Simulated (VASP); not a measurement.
Input of a VASP 6.6.1 run:

The input INCAR:

```
SYSTEM = AlNi3
PREC = Accurate
ENCUT = 520
EDIFF = 1E-6
ISMEAR = 0
SIGMA = 0.1
LREAL = .FALSE.
LASPH = .TRUE.
NELM = 80
ALGO = Fast
ISIF = 2
LWAVE = .FALSE.
LCHARG = .FALSE.
GGA = PS
NBANDS = 24
```

KPOINTS

```
regular mesh
0
G
  16 16 16
  0 0 0
```

Contents of POSCAR:

```
AlNi3
1.0
    0.0000000000      2.8018887551      2.8018887551
    2.8018887551      0.0000000000      2.8018887551
    2.8018887551      2.8018887551      0.0000000000
Al Ni
1 3
Direct
    0.5000000000      0.5000000000      0.5000000000
    0.2500000000      0.2500000000      0.2500000000
    0.0000000000      0.0000000000      0.0000000000
    0.7500000000      0.7500000000      0.7500000000
```

Potentials or basis: VASP PAW PBE potentials, release 64 (Al, Ni).

Command:

```bash
$ cat potpaw_PBE.64/Al/POTCAR potpaw_PBE.64/Ni/POTCAR > POTCAR
$ mpirun -np 1 vasp_std > vasp.out
```

Estimate the band gap on the k mesh.

zero (an odd number of electrons rules out a gap without spin polarisation).

Predict the pressure.

-0.6 GPa.

Caveat: the PAW data sets were made with another functional, which shifts forces and pressure a little. Spin polarisation is off, so any magnetic state and its effect on volume and gap are missing.
